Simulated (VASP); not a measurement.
# C (Pmma) in VASP: notebook, part 2 of 2

VASP 6.6.1. The steps go on from the part before.

### Step 3. Single point, PBE+D3(BJ) (atoms displaced along a vibrational mode)

INCAR reads:

```
SYSTEM = C
PREC = Accurate
ENCUT = 520
EDIFF = 1E-7
ISMEAR = 0
SIGMA = 0.15
LREAL = .FALSE.
LASPH = .TRUE.
NELM = 100
ALGO = Normal
ISIF = 2
LWAVE = .FALSE.
LCHARG = .FALSE.
GGA = PE
IVDW = 12
NBANDS = 16
```

KPOINTS reads:

```
Automatic mesh
0
G
  18 12 10
  0 0 0
```

POSCAR reads:

```
C
1.0
   -2.4646600698      0.0000000000      0.0000000000
    0.0000000000      0.0000000000     -3.5719696368
    0.0000000000     -4.2689164642      0.0000000000
C
4
Direct
    0.5000000000      0.0000000000      0.1750997200
    0.0000000000      0.0000000000      0.6526115779
    0.0000000000      0.0000000000      0.3249002800
    0.5000000000      0.0000000000      0.8473884221
```

Potentials or basis: VASP PAW PBE potentials, release 64 (C).

Run with:

```sh
$ cat potpaw_PBE.64/C/POTCAR > POTCAR
$ mpirun -np 1 vasp_std > vasp.out
```

OUTCAR:

```text
SYSTEM = C
   PREC = Accurate
   ENCUT = 520
   EDIFF = 1E-7
   ISMEAR = 0
   LREAL = .FALSE.
   LASPH = .TRUE.
   NELM = 100
   ISIF = 2
   GGA = PE
   IVDW = 12
 IVDW          = 12

 ion  position               nearest neighbor table
   1  0.500  0.000  0.175-   3 1.39   3 1.39   4 1.40
   2  0.000  0.000  0.653-   3 1.40   4 1.49   4 1.49
   3  0.000  0.000  0.325-   1 1.39   1 1.39   2 1.40
   4  0.500  0.000  0.847-   1 1.40   2 1.49   2 1.49

  LATTYP: Found a simple orthorhombic cell.
 ALAT       =     2.4646600698
 B/A-ratio  =     1.4492747623
 C/A-ratio  =     1.7320508075

  Lattice vectors:

 A1 = (  -2.4646600698,   0.0000000000,   0.0000000000)
 A2 = (   0.0000000000,   0.0000000000,  -3.5719696368)
 A3 = (   0.0000000000,  -4.2689164642,   0.0000000000)

Analysis of symmetry for initial positions (statically):
=====================================================================
 Subroutine PRICEL returns:
 Original cell was already a primitive cell.

 Routine SETGRP: Setting up the symmetry group for a
 simple orthorhombic supercell.

 Subroutine GETGRP returns: Found  8 space group operations
 (whereof  4 operations were pure point group operations)
 out of a pool of  8 trial point group operations.

The static configuration has the point symmetry C_2v.
 The point group associated with its full space group is D_2h.

Analysis of symmetry for dynamics (positions and initial velocities):
=====================================================================
 Subroutine PRICEL returns:
 Original cell was already a primitive cell.

 Routine SETGRP: Setting up the symmetry group for a
 simple orthorhombic supercell.

 Subroutine GETGRP returns: Found  8 space group operations
 (whereof  4 operations were pure point group operations)
 out of a pool of  8 trial point group operations.

The dynamic configuration has the point symmetry C_2v.
 The point group associated with its full space group is D_2h.

 Subroutine INISYM returns: Found  8 space group operations
 (whereof  4 operations are pure point group operations),
 and found     1 'primitive' translations

----------------------------------------------------------------------------------------

                                     Primitive cell

  volume of cell :      37.5822

  direct lattice vectors                    reciprocal lattice vectors
    -2.464660070  0.000000000  0.000000000    -0.405735465  0.000000000  0.000000000
     0.000000000  0.000000000 -3.571969637     0.000000000  0.000000000 -0.279957587
     0.000000000 -4.268916464  0.000000000     0.000000000 -0.234251480  0.000000000

  length of vectors
     2.464660070  3.571969637  4.268916464     0.405735465  0.279957587  0.234251480

  position of ions in fractional coordinates (direct lattice)
     0.500000000  0.000000000  0.175099720
     0.000000000  0.000000000  0.652611578
     0.000000000  0.000000000  0.324900280
     0.500000000  0.000000000  0.847388422

  ion indices of the primitive-cell ions
   primitive index   ion index
                 1           1
                 2           2
                 3           3
[... 25 lines left out ...]

 Found    420 irreducible k-points:

 Following reciprocal coordinates:
            Coordinates               Weight
  0.000000  0.000000  0.000000      1.000000
  0.055556  0.000000  0.000000      2.000000
  0.111111  0.000000  0.000000      2.000000
  0.166667  0.000000  0.000000      2.000000
  0.222222  0.000000  0.000000      2.000000
  0.277778  0.000000  0.000000      2.000000
[... 16 lines left out ...]
  0.111111  0.166667  0.000000      4.000000
  0.166667  0.166667  0.000000      4.000000
 [... further k-points ...]
   k-points           NKPTS =    420   k-points in BZ     NKDIM =    420   number of bands    NBANDS=     16
   number of dos      NEDOS =    301   number of ions     NIONS =      4
   total plane-waves  NPLWV =  16128
   dimension x,y,z NGX =    18 NGY =   28 NGZ =   32
   dimension x,y,z NGXF=    36 NGYF=   56 NGZF=   64
   ions per type =               4
   NGX,Y,Z   is equivalent  to a cutoff of  12.14, 13.03, 12.46 a.u.
   NGXF,Y,Z  is equivalent  to a cutoff of  24.28, 26.06, 24.92 a.u.
 SYSTEM =  C
   PREC   = accura    normal or accurate (medium, high low for compatibility)
   ISTART =      0    job   : 0-new  1-cont  2-samecut
   ICHARG =      2    charge: 1-file 2-atom 10-const
   ISPIN  =      1    spin polarized calculation?
   LNONCOLLINEAR =      F non collinear calculations
   LSORBIT =      F    spin-orbit coupling
   LASPH  =      T    aspherical Exc in radial PAW
   ENCUT  =  520.0 eV  38.22 Ry    6.18 a.u.   4.58  6.64  7.94*2*pi/ulx,y,z
   NELM   =    100;   NELMIN=  2; NELMDL= -5     # of ELM steps
   EDIFF  = 0.1E-06   stopping-criterion for ELM
   LREAL  =      F    real-space projection
   EDIFFG = 0.1E-05   stopping-criterion for IOM
   NSW    =      0    number of steps for IOM
   IBRION =     -1    ionic relax: 0-MD 1-quasi-New 2-CG
   NFREE  =      0    steps in history (QN), initial steepest desc. (CG)
   ISIF   =      2    stress and relaxation
   ISYM   =      2    0-nonsym 1-usesym 2-fastsym
   POTIM  = 0.5000    time-step for ionic-motion
   TEBEG  =    0.0;   TEEND  =   0.0 temperature during run
   PSTRESS=    0.0 pullay stress
   NELECT =      16.0000    total number of electrons
   NUPDOWN=      -1.0000    fix difference up-down
   EMIN   =  10.00;   EMAX   =-10.00  energy-range for DOS
   EFERMI =   0.00;   METHOD = LEGACY
   ISMEAR =     0;   SIGMA  =   0.15  broadening in eV -4-tet -1-fermi 0-gaus
   EFERMI_NEDOS =   21; number of points for ismear=-14 and -15
   IALGO  =     38    algorithm
   IMIX   =      4    mixing-type and parameters
     AMIX     =   0.40;   BMIX     =  1.00
     AMIX_MAG =   1.60;   BMIX_MAG =  1.00
  volume/ion in A,a.u.               =       9.40        63.40
  Fermi-wavevector in a.u.,A,eV,Ry     =   1.231556  2.327303 20.636352  1.516729
  Thomas-Fermi vector in A             =   2.366360
   LORBIT       =      0    0 simple, 1 ext, 2 COOP (PROOUT), +10 PAW based schemes
   GGA     = PE    functional components
   LHFCALC =     F    Hartree Fock is set to
   AEXX    =    0.0000 exact exchange contribution
   IVDW    =    12    specifies the selected vdW correction
   LEPSILON=     F    determine dielectric tensor
   LRPA    =     F    only Hartree local field effects (RPA)
 non-spin polarized calculation
 Gauss-broadening in eV      SIGMA  =   0.15
  energy-cutoff  :      520.00
  volume of cell :       37.58
 maximum number of plane-waves:      1040
   NGX =  9   NGY = 13   NGZ = 15

 number of electron      16.0000003 magnetization

 Free energy of the ion-electron system (eV)
  ---------------------------------------------------
  ext. energy  EPLUGINS =         0.00000000
  ---------------------------------------------------
  free energy    TOTEN  =       -36.47025708 eV

  energy without entropy =      -36.46945536  energy(sigma->0) =      -36.46985622

 E-fermi :   4.1710     XC(G=0):  -9.8810

 val. band max:        4.1585881874   @ k =   0.2778   0.0000   0.0000
 cond. band min:       4.1991177928   @ k =   0.2778   0.5000   0.0000
 fundamental gap:      0.0405296054
 Fermi energy:         4.1710368640

 k-point     1 :       0.0000    0.0000    0.0000
  band No.  band energies     occupation
      1     -15.5071      2.00000
      2      -9.9856      2.00000
      3      -9.3666      2.00000
      4      -2.7625      2.00000
      5      -2.4857      2.00000
      6       0.8707      2.00000
[... 433 lines left out ...]
      3      -8.9488      2.00000
      4      -4.2274      2.00000
      5      -2.5858      2.00000
      6      -0.1255      2.00000
[... 8 lines left out ...]
     15      15.8452      0.00000
     16      16.4347      0.00000

 [... further k-points ...]

------------------------ aborting loop because EDIFF is reached ----------------------------------------

 Edisp (eV)   -0.57547

 E8    (eV) :    -0.1617

  FORCE on cell =-STRESS in cart. coord.  units (eV):
  Direction    XX          YY          ZZ          XY          YZ          ZX
  --------------------------------------------------------------------------------------
  -------------------------------------------------------------------------------------
  Total       0.82986     0.80886    -0.02065     0.00000     0.00000     0.00000
  in kB      35.37805    34.48284    -0.88031     0.00000     0.00000     0.00000
  external pressure =       22.99 kB  Pullay stress =        0.00 kB

 VOLUME and BASIS-vectors are now :
 -----------------------------------------------------------------------------
  energy-cutoff  :      520.00
  volume of cell :       37.58
      direct lattice vectors                 reciprocal lattice vectors
    -2.464660070  0.000000000  0.000000000    -0.405735465  0.000000000  0.000000000
     0.000000000  0.000000000 -3.571969637     0.000000000  0.000000000 -0.279957587
     0.000000000 -4.268916464  0.000000000     0.000000000 -0.234251480  0.000000000

 POSITION                                       TOTAL-FORCE (eV/Angst)
 -----------------------------------------------------------------------------------
     -1.23233     -0.74749      0.00000         0.000000      2.504257      0.000000
      0.00000     -2.78594      0.00000         0.000000     -4.934396      0.000000
      0.00000     -1.38697      0.00000         0.000000     -2.504257      0.000000
     -1.23233     -3.61743      0.00000         0.000000      4.934396      0.000000
 -----------------------------------------------------------------------------------
    total drift:                               -0.000000     -0.000000      0.000000

  FREE ENERGIE OF THE ION-ELECTRON SYSTEM (eV)
  ---------------------------------------------------
  free  energy   TOTEN  =       -37.0457266017 eV

  energy  without entropy=      -37.0449248879  energy(sigma->0) =      -37.04532574
```

OSZICAR:

```text
N       E                     dE             d eps       ncg     rms          rms(c)
DAV:   1     0.351937923063E+02    0.35194E+02   -0.78214E+03 13464   0.914E+02
DAV:   2    -0.360743840132E+02   -0.71268E+02   -0.64791E+02 19032   0.191E+02
DAV:   3    -0.389157008033E+02   -0.28413E+01   -0.28260E+01 17688   0.356E+01
DAV:   4    -0.389398852243E+02   -0.24184E-01   -0.24179E-01 16928   0.395E+00
DAV:   5    -0.389402805066E+02   -0.39528E-03   -0.39527E-03 17400   0.481E-01    0.902E+00
DAV:   6    -0.370546715039E+02    0.18856E+01   -0.13297E+00 16128   0.758E+00    0.525E+00
DAV:   7    -0.364577186229E+02    0.59695E+00   -0.14503E+00 17296   0.760E+00    0.160E+00
DAV:   8    -0.364672681736E+02   -0.95496E-02   -0.50067E-02 16880   0.134E+00    0.690E-01
DAV:   9    -0.364698855890E+02   -0.26174E-02   -0.23589E-03 15264   0.394E-01    0.589E-02
DAV:  10    -0.364701853814E+02   -0.29979E-03   -0.16971E-04 16288   0.100E-01    0.400E-02
DAV:  11    -0.364702564999E+02   -0.71119E-04   -0.72003E-05 14512   0.526E-02    0.837E-03
DAV:  12    -0.364702569798E+02   -0.47981E-06   -0.93834E-07 18584   0.834E-03    0.165E-03
DAV:  13    -0.364702570772E+02   -0.97484E-07   -0.33385E-07 14368   0.434E-03
   1 F= -.37045727E+02 E0= -.37045326E+02  d E =-.801714E-03
```

Wall time 72 s (1 thread of AMD EPYC 9R45 (Zen 5), shared host); peak memory 0.26 GiB.

Results:

- Free energy: -37.0457 eV
- Pressure: 2.3 GPa
- Largest force: 4.934 eV/Å
- Band gap on the k mesh: zero (bands 8 and 9 overlap by 0.56 eV)
- Dispersion energy per atom: -0.144 eV

Forces in eV/Å, atoms in the order of the input:
```
C    0.000  2.504  0.000
C    0.000 -4.934  0.000
C    0.000 -2.504  0.000
C    0.000  4.934  0.000
```

Caveat: the cell differs from its parent crystal (atoms displaced along a vibrational mode); forces of over 1 eV/Å act on the atoms, so gaps and moduli don't describe the material at rest.
